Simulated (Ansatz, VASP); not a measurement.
**Ni3Ge: VASP beside Ansatz**

INCAR

```
SYSTEM = Ni3Ge
  PREC = Accurate
  ENCUT = 520
  EDIFF = 1E-7
  ISMEAR = 0
  SIGMA = 0.15
  LREAL = .False.
  LASPH = .True.
  NELM = 100
  ALGO = Fast
  ISIF = 2
  LWAVE = .False.
  LCHARG = .False.
  GGA = PS
  NBANDS = 30
```

Contents of KPOINTS:

```
regular mesh
0
Gamma
  14 14 14
  0 0 0
```

POSCAR

```
Ni3Ge
1.0
    3.5249142772      0.0088122857      0.0000000000
    0.0088122857      3.5249142772      0.0000000000
    0.0000000000      0.0000000000      3.5249142772
Ni Ge
3 1
Direct
    0.5000000000      0.0000000000      0.5000000000
    0.0000000000      0.5000000000      0.5000000000
    0.5000000000      0.5000000000      0.0000000000
    0.0000000000      0.0000000000      0.0000000000
```

Input for Ansatz:

```yaml
crystal:
  lattice:
    - [3.5249142772, 0.0088122857, 0.0]
    - [0.0088122857, 3.5249142772, 0.0]
    - [0.0, 0.0, 3.5249142772]
  atoms:
    - { symbol: Ni, position: [0.5, 0.0, 0.5] }
    - { symbol: Ni, position: [0.0, 0.5, 0.5] }
    - { symbol: Ni, position: [0.5, 0.5, 0.0] }
    - { symbol: Ge, position: [0.0, 0.0, 0.0] }
basis:
  ecutwfc: 420
kpoints:
  mp_grid: { grid: [14, 14, 14] }
hamiltonian:
  xc: pbesol
scf:
  occupations: { method: gaussian, width: 0.15 }
output:
  forces: true
  stress: true
  eigenvalues: true
```

Change from the starting cell: strain +0.0050 x Voigt [0, 0, 0, 0, 0, 1], atoms carried along.

Alike in both runs: task single point; functional PBEsol; k mesh 14 × 14 × 14; occupations gaussian, width 0.15 eV; no spin polarisation.

|  | VASP | Ansatz |
| --- | --- | --- |
| version | VASP 6.6.1 | Ansatz 0.2.0 |
| potentials or method | VASP PAW PBE potentials, release 64 (Ni, Ge_d), cutoff 520 eV | scalar-relativistic, plane waves, PAW |
| valence electrons in the cell | 44 | 68 |

VASP gave:

| Property | Result |
| --- | --- |
| gap on the k mesh at the Fermi level (eV) | none |
| pressure (GPa) | 0.3 |
| traceless stress, the component that is largest in VASP (GPa) | -0.61 |

Estimate Ansatz's values.

gap on the k mesh at the Fermi level (eV): none; pressure (GPa): 0.0; traceless stress, the component that is largest in VASP (GPa): -0.61.

VASP's potentials were made for PBE, not for PBEsol. A gap of «none» marks a metal or a gap that the smearing closes. The functional is the same, so the differences come from potentials, cutoffs and numerics. VASP's potentials hold 44 valence electrons a cell and Ansatz's 68, so a difference there can come from the potentials and not from the codes.
